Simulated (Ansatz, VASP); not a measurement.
**Two plane-wave programs on ZnS**

```
Zn S
1.0
     3.75161    0.00000    0.00000
    -1.87580    3.24899    0.00000
     0.00000    0.00000   12.65346
Zn S
4 4
Cartesian
  0.0000 0.0000 0.0014
  0.0000 0.0000 6.3282
  0.0000 2.1660 3.1643
  1.8758 1.0830 9.4910
  0.0000 0.0000 2.3692
  0.0000 0.0000 8.6959
  0.0000 2.1660 5.5369
  1.8758 1.0830 11.8636
```

Change from the starting cell: strain -0.015 along x and y, +0.015 along z, atoms carried along.

Alike in both runs: task single point; functional r2SCAN; k mesh 6 × 6 × 2; occupations gaussian, width 0.05 eV; no spin polarisation.

|  | VASP | Ansatz |
| --- | --- | --- |
| version | VASP 6.6.1 | Ansatz 0.2.0 |
| potentials or method | VASP PAW PBE potentials, release 64 (Zn, S), cutoff 520 eV | scalar-relativistic, plane waves, PAW |
| valence electrons in the cell | 72 | 72 |

```csv
,VASP,Ansatz,Ansatz less VASP
gap on the k mesh at the Fermi level (eV),2.75,2.74,-0.011
least direct gap on the mesh (eV),2.75,2.74,-0.011
pressure (GPa),1.4,1.3,-0.02
"traceless stress, the component that is largest in VASP (GPa)",-2.97,-2.97,-0.005
rms of the force components (eV/Å),0.103,0.112,+0.0082
```

VASP's potentials were made for PBE, not for r2SCAN. Atom by atom the forces differ by 0.008 eV/Å (rms over components). The functional is the same, so the differences come from potentials, cutoffs and numerics.
